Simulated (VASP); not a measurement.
TiNi: vibrations by perturbation theory with LDA

TiNi:

```
Ti Ni
1.0
     2.71569    0.00000    0.00000
     0.00000    2.71569    0.00000
     0.00000    0.00000    3.43732
Ti Ni
1 1
Direct
  0.50000 0.50000 0.50000
  0.00000 0.00000 0.00000
```

This cell differs from its parent crystal: volume scaled by 1.015.

```yaml
Program: VASP 6.6.1
Task: vibrations by perturbation theory
Functional: LDA
Potentials_or_basis: VASP PAW LDA potentials, release 64 (Ti_sv, Ni)
Cutoff: 520 eV
k_mesh: 14 × 14 × 10
Occupations: fermi-dirac, width 0.05 eV
Spin: no spin polarisation
Dipole_correction: no
Further_INCAR_settings: ALGO = Normal; EDIFF = 1e-08; NBANDS = 18; IBRION = 8; NSW = 1
```

```
Highest phonon frequency at Γ, LO-TO splitting left out : 229 cm⁻¹
```

Phonon frequencies in cm⁻¹ (negative: imaginary):
```csv
q point,frequencies
"(0.000, 0.000, 0.000)",0 0 0 201 201 229
```

Run time: 18 min on 1 thread of Oxide Virtual Turin-like Processor, on a shared host, peak memory 0.43 GiB.

Caveat: the cell wasn't relaxed at this level first, which shifts response properties. Spin polarisation is off, so any magnetic state and its effect on volume and gap are missing.
